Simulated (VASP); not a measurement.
Wanted: the native input for a VASP 6.6.1 run.

| Property | Result |
| --- | --- |
| Task | single point |
| Functional | HSE06 |
| Potentials or basis | VASP PAW PBE potentials, release 64 (Sn_d, O) |
| Cutoff | 520 eV |
| k mesh | 4 × 4 × 4 |
| Occupations | methfessel-paxton, width 0.144 eV |
| Spin | no spin polarisation |
| Dipole correction | no |
| Grid for exact exchange (PRECFOCK) | Normal |
| Further INCAR settings | ALGO = Normal; EDIFF = 1e-07; NBANDS = 17 |
| Share of exact exchange | 0.25 |
| Screening parameter | 0.2079 1/Å |

SnO:

```
Sn O
1.0
     3.10341    0.00000    0.00000
     0.00000    3.10341    0.00000
     0.00000    0.00000    3.10341
Sn O
1 1
Direct
  0.00000 0.00000 0.00000
  0.50000 0.50000 0.50000
```

One way to write it, as run:

POSCAR

```
SnO
1.0
    3.1034067823      0.0000000000      0.0000000000
    0.0000000000      3.1034067823      0.0000000000
    0.0000000000      0.0000000000      3.1034067823
Sn O
1 1
Direct
    0.0000000000      0.0000000000      0.0000000000
    0.5000000000      0.5000000000      0.5000000000
```

INCAR.step1

```
SYSTEM = SnO
ALGO     = Normal         ! electronic algorithm
EDIFF    = 1E-5           ! SCF threshold, eV
ENCUT    = 520            ! plane-wave cutoff, eV
GGA      = PE             ! functional
ISIF     = 2              ! what is computed and relaxed
ISMEAR   = 1              ! smearing method
LASPH    = .TRUE.         ! aspherical terms in the spheres
LREAL    = .FALSE.        ! projectors in reciprocal space
LWAVE    = .TRUE.         ! write WAVECAR
NBANDS   = 17             ! bands
NELM     = 60             ! most SCF steps
PREC     = Accurate       ! precision mode
SIGMA    = 0.144          ! smearing width, eV
```

INCAR.step2

```
SYSTEM = SnO
ALGO     = Normal         ! electronic algorithm
EDIFF    = 1E-7           ! SCF threshold, eV
ENCUT    = 520            ! plane-wave cutoff, eV
GGA      = PE             ! functional
HFSCREEN = 0.2079         ! screening, 1/A
ISIF     = 2              ! what is computed and relaxed
ISMEAR   = 1              ! smearing method
ISTART   = 1            
LASPH    = .TRUE.         ! aspherical terms in the spheres
LCHARG   = .TRUE.         ! write CHGCAR
LELF     = .TRUE.         ! ELF
LHFCALC  = .TRUE.         ! exact exchange
LREAL    = .FALSE.        ! projectors in reciprocal space
LVHAR    = .TRUE.       
LWAVE    = .FALSE.        ! write WAVECAR
NBANDS   = 17             ! bands
NELM     = 60             ! most SCF steps
PREC     = Accurate       ! precision mode
PRECFOCK = Normal       
SIGMA    = 0.144          ! smearing width, eV
```

KPOINTS

```
k-points
0
G
  4 4 4
  0 0 0
```

Potentials or basis: VASP PAW PBE potentials, release 64 (Sn_d, O).

Launch:

```bash
$ cat potpaw_PBE.64/Sn_d/POTCAR potpaw_PBE.64/O/POTCAR > POTCAR
$ cp INCAR.step1 INCAR
$ mpirun -np 1 vasp_std > vasp.out
$ cp INCAR.step2 INCAR
$ mpirun -np 1 vasp_std > vasp.out
```

It gave:

| Quantity | Value |
| --- | --- |
| Pressure | -0.9 GPa |
| Band gap on the k mesh | 1.15 eV (least direct gap 1.39 eV) |

Caveat: the k points lie up to 0.51 Å⁻¹ apart; the PAW data sets were made with another functional, which shifts forces and pressure a little; spin-orbit coupling is left out, which moves the levels of the heavy elements.

Run time: 3.5 min on 1 thread of Intel(R) Xeon(R) Platinum 8488C (Sapphire Rapids), with other jobs on the host, peak memory 0.24 GiB.
